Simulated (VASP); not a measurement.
Input of a VASP 6.6.1 run:

The input INCAR:

```
SYSTEM = K2PtC6N6
ALGO = Normal ; EDIFF = 1E-6
ENCUT = 520 ; GGA = PE
ISIF = 2 ; ISMEAR = -1
LASPH = .TRUE. ; LCHARG = .TRUE.
LELF = .TRUE. ; LREAL = Auto
LVHAR = .TRUE. ; LWAVE = .FALSE.
NBANDS = 54 ; NELM = 60
PREC = Accurate ; SIGMA = 0.05
```

KPOINTS

```
k-points
0
G
  5 5 5
  0 0 0
```

Contents of POSCAR:

```
K2PtC6N6
1.0
    7.3927988720      0.0000000000      0.0000000000
   -3.6963994360      6.4023516282      0.0000000000
    0.0000000000      0.0000000000      6.6613000000
K Pt C N
2 1 6 6
Direct
    0.3333333333      0.6666666667      0.5000000000
    0.6666666667      0.3333333333      0.5000000000
    0.0000000000      0.0000000000      0.0000000000
    0.2230062416      0.2230062416      0.1739738714
    0.7769937584      0.0000000000      0.1739738714
    0.0000000000      0.7769937584      0.1739738714
    0.7769937584      0.7769937584      0.8260261286
    0.0000000000      0.2230062416      0.8260261286
    0.2230062416      0.0000000000      0.8260261286
    0.3513219900      0.3513219900      0.2750804217
    0.6486780100      0.0000000000      0.2750804217
    0.0000000000      0.6486780100      0.2750804217
    0.6486780100      0.6486780100      0.7249195783
    0.0000000000      0.3513219900      0.7249195783
    0.3513219900      0.0000000000      0.7249195783
```

Potentials or basis: VASP PAW PBE potentials, release 64 (K_sv, Pt, C, N).

Run with:

```bash
$ cat potpaw_PBE.64/K_sv/POTCAR potpaw_PBE.64/Pt/POTCAR potpaw_PBE.64/C/POTCAR potpaw_PBE.64/N/POTCAR > POTCAR
$ mpirun -np 1 vasp_std > vasp.out
```

(1) Estimate the pressure.

(2) Predict the band gap on the k mesh.

(3) What does it give for the largest force?

Results:

(1) 1.3 GPa.

(2) 5.66 eV (least direct gap 5.66 eV).

(3) 0.469 eV/Å.

Caveat: spin-orbit coupling is left out, which moves the levels of the heavy elements.
